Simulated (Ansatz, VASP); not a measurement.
# C in VASP and in Ansatz

The input INCAR:

```
SYSTEM = C
PREC = Accurate
ENCUT = 520
EDIFF = 1E-6
ISMEAR = -1
SIGMA = 0.1
LREAL = .False.
LASPH = .True.
NELM = 80
ALGO = Normal
ISIF = 2
LWAVE = .False.
LCHARG = .True.
GGA = B5
ALDAX = 1.0
AGGAX = 1.0
AGGAC = 1.0
ALDAC = 0.0
LELF = .True.
LVHAR = .True.
NBANDS = 8
```

Contents of KPOINTS:

```
regular mesh
0
Gamma
  20 20 20
  0 0 0
```

The input POSCAR:

```
C
1.0
   -1.2321206740      1.2321206740      1.2321206740
    1.2321206740     -1.2321206740      1.2321206740
    1.2321206740      1.2321206740     -1.2321206740
C
1
Direct
    0.0000000000      0.0000000000      0.0000000000
```

Input for Ansatz:

```yaml
crystal:
  lattice:
    - [-1.232120674, 1.232120674, 1.232120674]
    - [1.232120674, -1.232120674, 1.232120674]
    - [1.232120674, 1.232120674, -1.232120674]
  atoms:
    - { symbol: C, position: [0.0, 0.0, 0.0] }
hamiltonian:
  xc: blyp
  pseudopotentials:
    kind: paw
    azcp:
      C: "pseudopotentials/C.paw.azcp"
basis:
  ecutwfc: 420
  fft_grid_basis: typed
kpoints:
  mp_grid: { grid: [20, 20, 20], shift: [0, 0, 0] }
magnetization:
  spin_polarized: false
scf:
  occupations: { method: fermi_dirac, width: 0.1 }
  lower_state_search: "off"
output:
  stress: true
```

Alike in both runs: task single point; functional BLYP; k mesh 20 × 20 × 20; occupations fermi-dirac, width 0.1 eV; no spin polarisation.

|  | VASP | Ansatz |
| --- | --- | --- |
| version | VASP 6.6.1 | Ansatz 0.2.0 |
| potentials or method | VASP PAW PBE potentials, release 64 (C), cutoff 520 eV | plane waves (420 eV) with PAW, scalar-relativistic |
| valence electrons in the cell | 4 | 4 |

|  | VASP | Ansatz | Ansatz less VASP |
| --- | --- | --- | --- |
| pressure (GPa) | 0.1 | -0.1 | -0.21 |

VASP's potentials were made for PBE, not for BLYP.
